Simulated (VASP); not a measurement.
# Sb (I4/mmm) in VASP: further runs

The runs below take Sb through single point, with PBEsol.

Program: VASP 6.6.1. These are calculated values, not measurements. Logs are shortened: lines on timing, memory, paths and dates and some standing lists are left out, and cuts for length are marked.

## 1. The cell of the first run

It takes space group I4/mmm (No. 139, tetragonal). The conventional cell has a = 3.010 Å, b = 3.010 Å, c = 5.059 Å, α = 90.00°, β = 90.00°, γ = 90.00°. Sb (site symmetry 4/mmm) has 12 Sb at 3.01 to 3.31 Å within 4.0 Å.

## 2. Single point, PBEsol (zz strain of +2 %)

File INCAR:

```
SYSTEM = Sb
PREC = Accurate ; ENCUT = 520
EDIFF = 1E-6 ; ISMEAR = -1
SIGMA = 0.05 ; LREAL = .FALSE.
LASPH = .TRUE. ; NELM = 100
ALGO = Normal ; ISIF = 2
LWAVE = .FALSE. ; LCHARG = .FALSE.
GGA = PS ; NBANDS = 8
```

File KPOINTS:

```
regular mesh
0
G
  19 19 19
  0 0 0
```

File POSCAR:

```
Sb
1.0
   -1.5050000000      1.5050000000      2.5296000000
    1.5050000000     -1.5050000000      2.5296000000
    1.5050000000      1.5050000000     -2.5296000000
Sb
1
Direct
    0.0000000000      0.0000000000      0.0000000000
```

Potentials or basis: VASP PAW PBE potentials, release 64 (Sb).

Run with:

```console
$ cat potpaw_PBE.64/Sb/POTCAR > POTCAR
$ mpirun -np 1 vasp_std > vasp.out
```

OUTCAR:

```text
SYSTEM = Sb
   PREC = Accurate
   ENCUT = 520
   EDIFF = 1E-6
   ISMEAR = -1
   LREAL = .FALSE.
   LASPH = .TRUE.
   NELM = 100
   ISIF = 2
   GGA = PS

 ion  position               nearest neighbor table
   1  0.000  0.000  0.000-

  LATTYP: Found a body centered tetragonal cell.
 ALAT       =     3.0100000000
 C/A-ratio  =     1.6807973422

  Lattice vectors:

 A1 = (  -1.5050000000,   1.5050000000,   2.5296000000)
 A2 = (   1.5050000000,  -1.5050000000,   2.5296000000)
 A3 = (   1.5050000000,   1.5050000000,  -2.5296000000)

Analysis of symmetry for initial positions (statically):
=====================================================================
 Subroutine PRICEL returns:
 Original cell was already a primitive cell.

 Routine SETGRP: Setting up the symmetry group for a
 body centered tetragonal supercell.

 Subroutine GETGRP returns: Found 16 space group operations
 (whereof 16 operations were pure point group operations)
 out of a pool of 16 trial point group operations.

The static configuration has the point symmetry D_4h.

Analysis of symmetry for dynamics (positions and initial velocities):
=====================================================================
 Subroutine PRICEL returns:
 Original cell was already a primitive cell.

 Routine SETGRP: Setting up the symmetry group for a
 body centered tetragonal supercell.

 Subroutine GETGRP returns: Found 16 space group operations
 (whereof 16 operations were pure point group operations)
 out of a pool of 16 trial point group operations.

The dynamic configuration has the point symmetry D_4h.

 Subroutine INISYM returns: Found 16 space group operations
 (whereof 16 operations are pure point group operations),
 and found     1 'primitive' translations

----------------------------------------------------------------------------------------

                                     Primitive cell

  volume of cell :      22.9184

  direct lattice vectors                    reciprocal lattice vectors
    -1.505000000  1.505000000  2.529600000     0.000000000  0.332225914  0.197659709
     1.505000000 -1.505000000  2.529600000     0.332225914  0.000000000  0.197659709
     1.505000000  1.505000000 -2.529600000     0.332225914  0.332225914  0.000000000

  length of vectors
     3.305892642  3.305892642  3.305892642     0.386579123  0.386579123  0.469838393

  position of ions in fractional coordinates (direct lattice)
     0.000000000  0.000000000  0.000000000

  ion indices of the primitive-cell ions
   primitive index   ion index
                 1           1

----------------------------------------------------------------------------------------

 KPOINTS: regular mesh

Automatic generation of k-mesh.
 Grid dimensions read from file:
 generate k-points for:   19   19   19

 Generating k-lattice:

  Cartesian coordinates                     Fractional coordinates (reciprocal lattice)
     0.000000000  0.017485574  0.010403143     0.052631579  0.000000000 -0.000000000
     0.017485574  0.000000000  0.010403143     0.000000000  0.052631579 -0.000000000
     0.017485574  0.017485574  0.000000000     0.000000000  0.000000000  0.052631579

  Length of vectors
     0.020346270  0.020346270  0.024728336

  Shift w.r.t. Gamma in fractional coordinates (k-lattice)
     0.000000000  0.000000000  0.000000000

 Subroutine IBZKPT returns following result:
 ===========================================

 Found    550 irreducible k-points:

 Following reciprocal coordinates:
            Coordinates               Weight
  0.000000  0.000000  0.000000      1.000000
  0.052632 -0.000000  0.000000      8.000000
  0.105263 -0.000000  0.000000      8.000000
  0.157895 -0.000000  0.000000      8.000000
  0.210526 -0.000000  0.000000      8.000000
  0.263158 -0.000000  0.000000      8.000000
[... 16 lines left out ...]
 -0.315789  0.052632 -0.000000     16.000000
 -0.263158  0.052632 -0.000000     16.000000
 [... further k-points ...]
   k-points           NKPTS =    550   k-points in BZ     NKDIM =    550   number of bands    NBANDS=      8
   number of dos      NEDOS =    301   number of ions     NIONS =      1
   total plane-waves  NPLWV =  21952
   dimension x,y,z NGX =    28 NGY =   28 NGZ =   28
   dimension x,y,z NGXF=    56 NGYF=   56 NGZF=   56
   ions per type =               1
   NGX,Y,Z   is equivalent  to a cutoff of  14.08, 14.08, 14.08 a.u.
   NGXF,Y,Z  is equivalent  to a cutoff of  28.16, 28.16, 28.16 a.u.
 SYSTEM =  Sb
   PREC   = accura    normal or accurate (medium, high low for compatibility)
   ISTART =      0    job   : 0-new  1-cont  2-samecut
   ICHARG =      2    charge: 1-file 2-atom 10-const
   ISPIN  =      1    spin polarized calculation?
   LNONCOLLINEAR =      F non collinear calculations
   LSORBIT =      F    spin-orbit coupling
   LASPH  =      T    aspherical Exc in radial PAW
   ENCUT  =  520.0 eV  38.22 Ry    6.18 a.u.   6.15  6.15  6.15*2*pi/ulx,y,z
   NELM   =    100;   NELMIN=  2; NELMDL= -5     # of ELM steps
   EDIFF  = 0.1E-05   stopping-criterion for ELM
   LREAL  =      F    real-space projection
   EDIFFG = 0.1E-04   stopping-criterion for IOM
   NSW    =      0    number of steps for IOM
   IBRION =     -1    ionic relax: 0-MD 1-quasi-New 2-CG
   NFREE  =      0    steps in history (QN), initial steepest desc. (CG)
   ISIF   =      2    stress and relaxation
   ISYM   =      2    0-nonsym 1-usesym 2-fastsym
   POTIM  = 0.5000    time-step for ionic-motion
   TEBEG  =    0.0;   TEEND  =   0.0 temperature during run
   PSTRESS=    0.0 pullay stress
   NELECT =       5.0000    total number of electrons
   NUPDOWN=      -1.0000    fix difference up-down
   EMIN   =  10.00;   EMAX   =-10.00  energy-range for DOS
   EFERMI =   0.00;   METHOD = LEGACY
   ISMEAR =    -1;   SIGMA  =   0.05  broadening in eV -4-tet -1-fermi 0-gaus
   EFERMI_NEDOS =   21; number of points for ismear=-14 and -15
   IALGO  =     38    algorithm
   IMIX   =      4    mixing-type and parameters
     AMIX     =   0.40;   BMIX     =  1.00
     AMIX_MAG =   1.60;   BMIX_MAG =  1.00
  volume/ion in A,a.u.               =      22.92       154.66
  Fermi-wavevector in a.u.,A,eV,Ry     =   0.985530  1.862382 13.214924  0.971270
  Thomas-Fermi vector in A             =   2.116844
   LORBIT       =      0    0 simple, 1 ext, 2 COOP (PROOUT), +10 PAW based schemes
   GGA     = PS    functional components
   LHFCALC =     F    Hartree Fock is set to
   AEXX    =    0.0000 exact exchange contribution
   IVDW    =     0    specifies the selected vdW correction
   LEPSILON=     F    determine dielectric tensor
   LRPA    =     F    only Hartree local field effects (RPA)
 non-spin polarized calculation
  energy-cutoff  :      520.00
  volume of cell :       22.92
 maximum number of plane-waves:       638
 NGX is ok and might be reduce to    28
   NGX = 13   NGY = 13   NGZ = 13

 number of electron       5.0000000 magnetization

 Free energy of the ion-electron system (eV)
  ---------------------------------------------------
  ext. energy  EPLUGINS =         0.00000000
  ---------------------------------------------------
  free energy    TOTEN  =        -4.18981003 eV

  energy without entropy =       -4.18479387  energy(sigma->0) =       -4.18730195

 E-fermi :  10.6601     XC(G=0): -11.0373

 val. band max:       10.6428128490   @ k =  -0.2632  -0.3684   0.2105
 cond. band min:      10.6766230104   @ k =  -0.1579  -0.4737   0.1053
 fundamental gap:      0.0338101614
 Fermi energy:        10.6601311611

 k-point     1 :       0.0000    0.0000    0.0000
  band No.  band energies     occupation
      1      -3.7032      2.00000
      2      16.8011      0.00000
      3      17.2683      0.00000
      4      17.2683      0.00000
      5      20.6976      0.00000
      6      21.1948      0.00000
      7      21.8618      0.00000
      8      21.8618      0.00000

 k-point     2 :       0.0526   -0.0000    0.0000
  band No.  band energies     occupation
      1      -3.6388      2.00000
      2      16.4008      0.00000
      3      16.7817      0.00000
      4      17.2384      0.00000
      5      20.4423      0.00000
      6      21.0401      0.00000
      7      21.8611      0.00000
      8      21.9792      0.00000

 k-point     3 :       0.1053   -0.0000    0.0000
  band No.  band energies     occupation
      1      -3.4456      2.00000
      2      14.9286      0.00000
      3      16.2277      0.00000
      4      17.1616      0.00000
      5      19.8588      0.00000
      6      20.8668      0.00000
      7      22.1591      0.00000
      8      22.3134      0.00000

 k-point     4 :       0.1579   -0.0000    0.0000
  band No.  band energies     occupation
      1      -3.1239      2.00000
      2      13.1288      0.00000
      3      15.6069      0.00000
      4      17.0673      0.00000
      5      19.3046      0.00000
      6      20.5905      0.00000
      7      22.8131      0.00000
      8      22.9319      0.00000

 k-point     5 :       0.2105   -0.0000    0.0000
  band No.  band energies     occupation
      1      -2.6747      2.00000
      2      11.2865      0.00001
      3      14.9731      0.00000
      4      16.9833      0.00000
      5      18.7959      0.00000
      6      20.4287      0.00000
      7      23.3535      0.00000
      8      23.8367      0.00000
[... 177 lines left out ...]
 k-point    22 :      -0.3684    0.0526   -0.0000
  band No.  band energies     occupation
      1      -0.7643      2.00000
      2       6.6735      2.00000
      3      13.3902      0.00000
      4      16.5938      0.00000
      5      18.0152      0.00000
      6      20.5459      0.00000
      7      22.1089      0.00000
      8      23.7473      0.00000

 k-point    23 :      -0.3158    0.0526   -0.0000
  band No.  band energies     occupation
      1      -1.5373      2.00000
      2       8.2719      2.00000
      3      13.7937      0.00000
      4      16.6454      0.00000
      5      18.3085      0.00000
      6      20.8560      0.00000
      7      22.2295      0.00000
      8      23.8419      0.00000

 k-point    24 :      -0.2632    0.0526   -0.0000
  band No.  band energies     occupation
      1      -2.2009      2.00000
      2       9.9916      2.00000
      3      14.2997      0.00000
      4      16.7115      0.00000
      5      18.6637      0.00000
      6      21.0038      0.00000
      7      22.6633      0.00000
      8      23.1592      0.00000

 [... further k-points ...]
[... 5 lines left out ...]
  --------------------------------------------------------------------------------------
  -------------------------------------------------------------------------------------
  Total        1.9759564      1.9759564      1.6727352      0.0000000      0.0000000      0.0000000
  in kB      138.1347987    138.1347987    116.9372652      0.0000000      0.0000000      0.0000000
  external PRESSURE =     131.0689542 kB  Pullay stress =       0.0000000 kB

 VOLUME and BASIS-vectors are now :
 -----------------------------------------------------------------------------
  energy-cutoff  :      520.00
  volume of cell :       22.92
      direct lattice vectors                 reciprocal lattice vectors
    -1.505000000  1.505000000  2.529600000     0.000000000  0.332225914  0.197659709
     1.505000000 -1.505000000  2.529600000     0.332225914  0.000000000  0.197659709
     1.505000000  1.505000000 -2.529600000     0.332225914  0.332225914  0.000000000

 POSITION                                       TOTAL-FORCE (eV/Angst)
 -----------------------------------------------------------------------------------
      0.00000      0.00000      0.00000         0.000000     -0.000000      0.000000
 -----------------------------------------------------------------------------------
    total drift:                                0.000000     -0.000000      0.000000

  FREE ENERGIE OF THE ION-ELECTRON SYSTEM (eV)
  ---------------------------------------------------
  free  energy   TOTEN  =        -4.1898100284 eV

  energy  without entropy=       -4.1847938735  energy(sigma->0) =       -4.18730195
```

Wall time 2.3 min (1 thread of Intel Xeon 8259CL, shared host); peak memory 0.24 GiB.

What came out:

```yaml
Free_energy: -4.1898 eV
Pressure: 13.1 GPa
Band_gap_on_the_k_mesh: zero (an odd number of electrons rules out a gap without spin polarisation)
```

Caveat: the cell differs from its parent crystal (zz strain of +2 %); the cell stands under pressure; the PAW data sets were made with another functional, which shifts forces and pressure a little; spin-orbit coupling is left out, which moves the levels of the heavy elements.

## 3. Single point, PBEsol (22.92 Å³/atom)

File INCAR:

```
SYSTEM = Sb
PREC = Accurate
ENCUT = 520
EDIFF = 1E-7
ISMEAR = -1
SIGMA = 0.05
LREAL = .FALSE.
LASPH = .TRUE.
NELM = 80
ALGO = Normal
ISIF = 2
LWAVE = .FALSE.
LCHARG = .TRUE.
GGA = PS
LELF = .TRUE.
LVHAR = .TRUE.
NBANDS = 8
```

File KPOINTS:

```
Automatic mesh
0
G
  19 19 19
  0 0 0
```

File POSCAR:

```
Sb
1.0
   -1.5149671779      1.5149671779      2.4964243197
    1.5149671779     -1.5149671779      2.4964243197
    1.5149671779      1.5149671779     -2.4964243197
Sb
1
Direct
    0.0000000000      0.0000000000      0.0000000000
```

Potentials or basis: VASP PAW PBE potentials, release 64 (Sb).

Run with:

```console
$ cat potpaw_PBE.64/Sb/POTCAR > POTCAR
$ mpirun -np 1 vasp_std > vasp.out
```

Wall time 83 s (1 thread of Intel Xeon 8259CL, shared host); peak memory 0.22 GiB.

It converged, with:

* Free energy: -4.1936 eV
* Pressure: 12.8 GPa
* Band gap on the k mesh: zero (an odd number of electrons rules out a gap without spin polarisation)

Stress tensor (GPa, compression positive):
```
13.40  0.00  0.00
 0.00 13.40  0.00
 0.00  0.00 11.63
```

Levels at points of the mesh, in eV from the Fermi level:
```tsv
k point	band 1	band 2	band 3	band 4	band 5	band 6	band 7
(0.00, 0.00, 0.00)	-14.39	6.27	6.56	6.56	10.05	10.43	11.07
```

Caveat: the cell stands under pressure; the PAW data sets were made with another functional, which shifts forces and pressure a little; spin-orbit coupling is left out, which moves the levels of the heavy elements.

(Continued in part 2 of 2.)
